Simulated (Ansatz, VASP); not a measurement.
# Two plane-wave programs on Sn3Ru

```
CELL_PARAMETERS angstrom
4.44940 0.00000 0.00000
0.00000 4.44940 0.00000
0.00000 0.00000 4.44940
ATOMIC_POSITIONS crystal
Sn 0.00000 0.50000 0.50000
Sn 0.50000 0.00000 0.50000
Sn 0.50000 0.50000 0.00000
Ru 0.00000 0.00000 0.00000
```

Alike in both runs: task relaxation of cell and atoms; functional PBE; k mesh 10 × 10 × 10; occupations gaussian, width 0.1 eV; no spin polarisation.

```csv
,VASP,Ansatz
version,VASP 6.6.1,Ansatz 0.2.0
potentials or method,"VASP PAW PBE potentials, release 64 (Sn_d, Ru_pv), cutoff 600 eV","scalar-relativistic, plane waves, PAW"
valence electrons in the cell,56,58
```

|  | VASP | Ansatz | Ansatz less VASP |
| --- | --- | --- | --- |
| gap on the k mesh at the Fermi level, each at its own relaxed structure (eV) | none | none | - |
| relaxed volume (Å³/atom) | 21.90 | 21.90 | +0.003 |
| relaxed cell length with the largest relative difference (Å) | 4.441 | 4.441 | +0.0002 |

A gap of «none» marks a metal or a gap that the smearing closes. VASP's potentials hold 56 valence electrons a cell and Ansatz's 58, so a difference there can come from the potentials and not from the codes.
